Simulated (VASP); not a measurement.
Here is a VASP 6.6.1 calculation.

Contents of INCAR:

```
ALGO = Normal
EDIFF = 1E-6
ENCUT = 520
GGA = CA
ISIF = 2
ISMEAR = 0
LASPH = T
LCHARG = T
LELF = T
LREAL = F
LVHAR = T
LWAVE = F
NBANDS = 17
NELM = 60
PREC = Accurate
SIGMA = 0.15
```

Contents of KPOINTS:

```
k-points
0
Gamma
  18 18 18
```

The input POSCAR:

```
TiSi2
1.0
   -1.4540925019      1.6852182440      4.1375118505
    1.4540925019     -1.6852182440      4.1375118505
    1.4540925019      1.6852182440     -4.1375118505
Ti Si
1 2
Direct
    0.0000000000      0.0000000000      0.0000000000
    0.3369712579      0.3369712579      0.0000000000
    0.6630287421      0.6630287421      0.0000000000
```

Potentials or basis: VASP PAW LDA potentials, release 64 (Ti_sv, Si).

Command:

```bash
$ cat potpaw_LDA.64/Ti_sv/POTCAR potpaw_LDA.64/Si/POTCAR > POTCAR
$ mpirun -np 1 vasp_std > vasp.out
```

(1) Predict the largest force.

(2) What does it give for the band gap on the k mesh?

(3) Predict the pressure.

## Answers

(1) 0.511 eV/Å.

(2) zero (bands 10 and 11 overlap by 2.61 eV).

(3) 0.9 GPa.

Caveat: the cell differs from its parent crystal (atoms shifted along a free coordinate).
